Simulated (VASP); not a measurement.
# As (R-3m) in VASP: single point with PBEsol

Aim: the single point of As with PBEsol.

All numbers are computed with VASP 6.6.1; they aren't measurements. Logs are shortened: lines on timing, memory, paths and dates and some standing lists are left out, and cuts for length are marked.

## (1) The cell of the first run

The structure is trigonal, space group R-3m (No. 166). Conventional cell: a = 3.782 Å, b = 3.782 Å, c = 10.104 Å, α = 90.00°, β = 90.00°, γ = 120.00°. As (site symmetry 3m) has 6 As at 2.53 to 3.02 Å within 3.3 Å.

## (2) Single point, PBEsol

INCAR reads:

```
SYSTEM = As
PREC = Accurate
ENCUT = 520
EDIFF = 1E-7
ISMEAR = 0
SIGMA = 0.1
LREAL = .FALSE.
LASPH = .TRUE.
NELM = 100
ALGO = Normal
ISIF = 2
LWAVE = .FALSE.
LCHARG = .TRUE.
GGA = PS
LELF = .TRUE.
LVHAR = .TRUE.
NBANDS = 12
```

KPOINTS reads:

```
regular mesh
0
G
  21 21 21
  0 0 0
```

POSCAR reads:

```
As
1.0
    1.8909704620      1.0917523053      3.3680828135
   -1.8909704620      1.0917523053      3.3680828135
    0.0000000000     -2.1835046105      3.3680828135
As
2
Direct
    0.2301848442      0.2301848442      0.2301848442
    0.7698151558      0.7698151558      0.7698151558
```

Potentials or basis: VASP PAW PBE potentials, release 64 (As).

The run is started by

```console
cat potpaw_PBE.64/As/POTCAR > POTCAR
mpirun -np 1 vasp_std > vasp.out
```

OUTCAR:

```text
SYSTEM = As
   PREC = Accurate
   ENCUT = 520
   EDIFF = 1E-7
   ISMEAR = 0
   LREAL = .FALSE.
   LASPH = .TRUE.
   NELM = 100
   ISIF = 2
   GGA = PS

 ion  position               nearest neighbor table
   1  0.230  0.230  0.230-   2 2.53   2 2.53   2 2.53
   2  0.770  0.770  0.770-   1 2.53   1 2.53   1 2.53

  LATTYP: Found a trigonal (rhomboedric) cell.
 ALAT       =     4.0139350048
 COS(alpha) =     0.5561269129

  Lattice vectors:

 A1 = (   1.8909704620,   1.0917523053,   3.3680828135)
 A2 = (  -1.8909704620,   1.0917523053,   3.3680828135)
 A3 = (   0.0000000000,  -2.1835046105,   3.3680828135)

Analysis of symmetry for initial positions (statically):
=====================================================================
 Subroutine PRICEL returns:
 Original cell was already a primitive cell.

 Routine SETGRP: Setting up the symmetry group for a
 trigonal (rhombohedral) supercell.

 Subroutine GETGRP returns: Found 12 space group operations
 (whereof 12 operations were pure point group operations)
 out of a pool of 12 trial point group operations.

The static configuration has the point symmetry D_3d.

Analysis of symmetry for dynamics (positions and initial velocities):
=====================================================================
 Subroutine PRICEL returns:
 Original cell was already a primitive cell.

 Routine SETGRP: Setting up the symmetry group for a
 trigonal (rhombohedral) supercell.

 Subroutine GETGRP returns: Found 12 space group operations
 (whereof 12 operations were pure point group operations)
 out of a pool of 12 trial point group operations.

The dynamic configuration has the point symmetry D_3d.

 Subroutine INISYM returns: Found 12 space group operations
 (whereof 12 operations are pure point group operations),
 and found     1 'primitive' translations

----------------------------------------------------------------------------------------

                                     Primitive cell

  volume of cell :      41.7199

  direct lattice vectors                    reciprocal lattice vectors
     1.890970462  1.091752305  3.368082814     0.264414495  0.152659780  0.098968271
    -1.890970462  1.091752305  3.368082814    -0.264414495  0.152659780  0.098968271
     0.000000000 -2.183504610  3.368082814     0.000000000 -0.305319560  0.098968271

  length of vectors
     4.013935005  4.013935005  4.013935005     0.320959113  0.320959113  0.320959113

  position of ions in fractional coordinates (direct lattice)
     0.230184844  0.230184844  0.230184844
     0.769815156  0.769815156  0.769815156

  ion indices of the primitive-cell ions
   primitive index   ion index
                 1           1
                 2           2

----------------------------------------------------------------------------------------

 KPOINTS: regular mesh

Automatic generation of k-mesh.
 Grid dimensions read from file:
 generate k-points for:   21   21   21

 Generating k-lattice:

  Cartesian coordinates                     Fractional coordinates (reciprocal lattice)
     0.012591166  0.007269513  0.004712775     0.047619048 -0.000000000  0.000000000
    -0.012591166  0.007269513  0.004712775    -0.000000000  0.047619048  0.000000000
     0.000000000 -0.014539027  0.004712775     0.000000000  0.000000000  0.047619048

  Length of vectors
     0.015283767  0.015283767  0.015283767

  Shift w.r.t. Gamma in fractional coordinates (k-lattice)
     0.000000000  0.000000000  0.000000000

 Subroutine IBZKPT returns following result:
 ===========================================

 Found    891 irreducible k-points:

 Following reciprocal coordinates:
            Coordinates               Weight
  0.000000  0.000000  0.000000      1.000000
  0.047619  0.000000 -0.000000      6.000000
  0.095238  0.000000 -0.000000      6.000000
  0.142857 -0.000000 -0.000000      6.000000
  0.190476  0.000000 -0.000000      6.000000
  0.238095  0.000000  0.000000      6.000000
[... 16 lines left out ...]
 -0.428571  0.047619  0.000000     12.000000
 -0.380952  0.047619  0.000000     12.000000
 [... further k-points ...]
   k-points           NKPTS =    891   k-points in BZ     NKDIM =    891   number of bands    NBANDS=     12
   number of dos      NEDOS =    301   number of ions     NIONS =      2
   total plane-waves  NPLWV =  27000
   dimension x,y,z NGX =    30 NGY =   30 NGZ =   30
   dimension x,y,z NGXF=    60 NGYF=   60 NGZF=   60
   ions per type =               2
   NGX,Y,Z   is equivalent  to a cutoff of  12.43, 12.43, 12.43 a.u.
   NGXF,Y,Z  is equivalent  to a cutoff of  24.85, 24.85, 24.85 a.u.
 SYSTEM =  As
   PREC   = accura    normal or accurate (medium, high low for compatibility)
   ISTART =      0    job   : 0-new  1-cont  2-samecut
   ICHARG =      2    charge: 1-file 2-atom 10-const
   ISPIN  =      1    spin polarized calculation?
   LNONCOLLINEAR =      F non collinear calculations
   LSORBIT =      F    spin-orbit coupling
   LASPH  =      T    aspherical Exc in radial PAW
   ENCUT  =  520.0 eV  38.22 Ry    6.18 a.u.   7.46  7.46  7.46*2*pi/ulx,y,z
   NELM   =    100;   NELMIN=  2; NELMDL= -5     # of ELM steps
   EDIFF  = 0.1E-06   stopping-criterion for ELM
   LREAL  =      F    real-space projection
   EDIFFG = 0.1E-05   stopping-criterion for IOM
   NSW    =      0    number of steps for IOM
   IBRION =     -1    ionic relax: 0-MD 1-quasi-New 2-CG
   NFREE  =      0    steps in history (QN), initial steepest desc. (CG)
   ISIF   =      2    stress and relaxation
   ISYM   =      2    0-nonsym 1-usesym 2-fastsym
   POTIM  = 0.5000    time-step for ionic-motion
   TEBEG  =    0.0;   TEEND  =   0.0 temperature during run
   PSTRESS=    0.0 pullay stress
   NELECT =      10.0000    total number of electrons
   NUPDOWN=      -1.0000    fix difference up-down
   EMIN   =  10.00;   EMAX   =-10.00  energy-range for DOS
   EFERMI =   0.00;   METHOD = LEGACY
   ISMEAR =     0;   SIGMA  =   0.10  broadening in eV -4-tet -1-fermi 0-gaus
   EFERMI_NEDOS =   21; number of points for ismear=-14 and -15
   IALGO  =     38    algorithm
   IMIX   =      4    mixing-type and parameters
     AMIX     =   0.40;   BMIX     =  1.00
     AMIX_MAG =   1.60;   BMIX_MAG =  1.00
  volume/ion in A,a.u.               =      20.86       140.77
  Fermi-wavevector in a.u.,A,eV,Ry     =   1.016937  1.921731 14.070601  1.034160
  Thomas-Fermi vector in A             =   2.150309
   LORBIT       =      0    0 simple, 1 ext, 2 COOP (PROOUT), +10 PAW based schemes
   GGA     = PS    functional components
   LHFCALC =     F    Hartree Fock is set to
   AEXX    =    0.0000 exact exchange contribution
   IVDW    =     0    specifies the selected vdW correction
   LEPSILON=     F    determine dielectric tensor
   LRPA    =     F    only Hartree local field effects (RPA)
 non-spin polarized calculation
 Gauss-broadening in eV      SIGMA  =   0.10
  energy-cutoff  :      520.00
  volume of cell :       41.72
 maximum number of plane-waves:      1137
 NGX is ok and might be reduce to    30
   NGX = 15   NGY = 15   NGZ = 15

 number of electron      10.0000000 magnetization

 Free energy of the ion-electron system (eV)
  ---------------------------------------------------
  ext. energy  EPLUGINS =         0.00000000
  ---------------------------------------------------
  free energy    TOTEN  =       -10.21354548 eV

  energy without entropy =      -10.21249753  energy(sigma->0) =      -10.21302150

 E-fermi :   5.6463     XC(G=0): -10.2700

 val. band max:        5.6449807460   @ k =   0.3333   0.1429   0.1429
 cond. band min:       5.6533131636   @ k =  -0.4762   0.4762   0.4286
 fundamental gap:      0.0083324176
 Fermi energy:         5.6463369584

 k-point     1 :       0.0000    0.0000    0.0000
  band No.  band energies     occupation
      1      -9.5222      2.00000
      2       0.0789      2.00000
      3       3.2500      2.00000
      4       3.5618      2.00000
      5       3.5618      2.00000
      6       7.7122      0.00000
      7       8.7544      0.00000
      8       8.7544      0.00000
      9      12.0863      0.00000
     10      12.0863      0.00000
     11      12.4971      0.00000
     12      14.1542      0.00000

 k-point     2 :       0.0476    0.0000   -0.0000
  band No.  band energies     occupation
      1      -9.4914      2.00000
      2      -0.0582      2.00000
      3       3.2682      2.00000
      4       3.5457      2.00000
      5       3.5826      2.00000
      6       7.7475      0.00000
      7       8.6771      0.00000
      8       8.7057      0.00000
      9      11.8877      0.00000
     10      12.0427      0.00000
     11      12.3024      0.00000
     12      14.3884      0.00000

 k-point     3 :       0.0952    0.0000   -0.0000
  band No.  band energies     occupation
      1      -9.3991      2.00000
      2      -0.4339      2.00000
      3       3.2715      2.00000
      4       3.5002      2.00000
      5       3.6782      2.00000
      6       7.8006      0.00000
      7       8.4754      0.00000
      8       8.5542      0.00000
      9      11.4788      0.00000
     10      12.0218      0.00000
     11      12.0616      0.00000
     12      14.9832      0.00000

 k-point     4 :       0.1429   -0.0000   -0.0000
  band No.  band energies     occupation
      1      -9.2457      2.00000
      2      -0.9759      2.00000
      3       3.2311      2.00000
      4       3.4333      2.00000
      5       3.8466      2.00000
      6       7.7358      0.00000
      7       8.2130      0.00000
      8       8.3030      0.00000
      9      11.2213      0.00000
     10      11.9389      0.00000
     11      12.1592      0.00000
     12      15.7908      0.00000

 k-point     5 :       0.1905    0.0000   -0.0000
  band No.  band energies     occupation
      1      -9.0320      2.00000
      2      -1.6192      2.00000
      3       3.1803      2.00000
      4       3.3550      2.00000
      5       4.0382      2.00000
      6       7.4834      0.00000
      7       7.8993      0.00000
      8       7.9834      0.00000
      9      11.2784      0.00000
     10      11.9897      0.00000
     11      12.4894      0.00000
     12      16.7332      0.00000
[... 228 lines left out ...]
      1      -6.8598      2.00000
      2      -5.4078      2.00000
      3       2.7795      2.00000
      4       3.0844      2.00000
      5       4.9929      2.00000
      6       5.6226      1.26273
      7       6.1263      0.00000
      8       6.9401      0.00000
      9      14.6183      0.00000
     10      15.6089      0.00000
     11      15.8406      0.00000
     12      17.1451      0.00000

 k-point    22 :      -0.4762    0.0476    0.0000
  band No.  band energies     occupation
      1      -6.6565      2.00000
      2      -5.6437      2.00000
      3       2.7438      2.00000
      4       3.1902      2.00000
      5       4.9265      2.00000
      6       5.6355      1.12168
      7       5.9682      0.00001
      8       6.9714      0.00000
      9      14.6412      0.00000
     10      15.7051      0.00000
     11      16.6573      0.00000
     12      16.7058      0.00000

 k-point    23 :      -0.4286    0.0476    0.0000
  band No.  band energies     occupation
      1      -6.9666      2.00000
      2      -5.2770      2.00000
      3       2.7205      2.00000
      4       3.2891      2.00000
      5       4.8190      2.00000
      6       5.7262      0.25867
      7       5.9481      0.00002
      8       7.0918      0.00000
      9      13.8607      0.00000
     10      15.5040      0.00000
     11      16.6922      0.00000
     12      17.2380      0.00000

 k-point    24 :      -0.3810    0.0476    0.0000
  band No.  band energies     occupation
      1      -7.4223      2.00000
      2      -4.6774      2.00000
      3       2.7165      2.00000
      4       3.3640      2.00000
      5       4.6890      2.00000
      6       5.8840      0.00078
      7       6.0753      0.00000
      8       7.2842      0.00000
      9      13.1215      0.00000
     10      14.5628      0.00000
     11      16.2422      0.00000
     12      17.5705      0.00000

 [... further k-points ...]

------------------------ aborting loop because EDIFF is reached ----------------------------------------

  FORCE on cell =-STRESS in cart. coord.  units (eV):
  Direction    XX          YY          ZZ          XY          YZ          ZX
  --------------------------------------------------------------------------------------
  -------------------------------------------------------------------------------------
  Total        0.1123068      0.1123068      0.0801027      0.0000000      0.0000000      0.0000000
  in kB        4.3129449      4.3129449      3.0762015      0.0000000      0.0000000      0.0000000
  external PRESSURE =       3.9006971 kB  Pullay stress =       0.0000000 kB

 VOLUME and BASIS-vectors are now :
 -----------------------------------------------------------------------------
  energy-cutoff  :      520.00
  volume of cell :       41.72
      direct lattice vectors                 reciprocal lattice vectors
     1.890970462  1.091752305  3.368082814     0.264414495  0.152659780  0.098968271
    -1.890970462  1.091752305  3.368082814    -0.264414495  0.152659780  0.098968271
     0.000000000 -2.183504610  3.368082814     0.000000000 -0.305319560  0.098968271

 POSITION                                       TOTAL-FORCE (eV/Angst)
 -----------------------------------------------------------------------------------
      0.00000      0.00000      2.32584         0.000000      0.000000      0.043295
      0.00000      0.00000      7.77840         0.000000     -0.000000     -0.043295
 -----------------------------------------------------------------------------------
    total drift:                               -0.000000      0.000000      0.000000

  FREE ENERGIE OF THE ION-ELECTRON SYSTEM (eV)
  ---------------------------------------------------
  free  energy   TOTEN  =       -10.2135454797 eV

  energy  without entropy=      -10.2124975252  energy(sigma->0) =      -10.21302150
```

Wall time 9.9 min (1 thread of Intel Xeon 6975P-C, shared host); peak memory 0.48 GiB.

Results:

```
Free energy            : -10.2135 eV
Pressure               : 0.4 GPa
Largest force          : 0.043 eV/Å
Band gap on the k mesh : zero (band 5 reaches 5.73 eV, above the bottom of band 6 at 5.46 eV)
```

Forces in eV/Å, atoms in the order of the input:
```
As   0.000  0.000  0.043
As   0.000  0.000 -0.043
```

Caveat: the PAW data sets were made with another functional, which shifts forces and pressure a little.
